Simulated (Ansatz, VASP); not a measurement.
## CdF2 in VASP and in Ansatz

```
Cd F
1.0
     0.00000    2.74072    2.74072
     2.74072    0.00000    2.74072
     2.74072    2.74072    0.00000
Cd F
1 2
Direct
  0.00000 0.00000 0.00000
  0.25000 0.25000 0.25000
  0.75000 0.75000 0.75000
```

Alike in both runs: functional PBE; k mesh 11 × 11 × 11; occupations fermi-dirac, width 0.05 eV; no spin polarisation.

Ansatz relaxed the structure, and its values are those at the end. VASP's run is a single point on that final structure, the one shown.

|  | VASP | Ansatz |
| --- | --- | --- |
| version | VASP 6.6.1 | Ansatz 0.2.0 |
| potentials or method | VASP PAW PBE potentials, release 64 (Cd, F) | PAW with Ansatz's default frozen-core files, scalar-relativistic |
| plane-wave cutoff (eV) | 520 | 420 |
| valence electrons in the cell | 26 | 34 |

Ansatz gave:

```
pressure (GPa) : 0.0
```

Q: What did VASP give for the same quantities?

A: Pressure (GPa): 0.5.

With one functional, cell and mesh, what is left measures potentials, basis and numerics. VASP's potentials hold 26 valence electrons a cell and Ansatz's 34, so a difference there can come from the potentials and not from the codes.
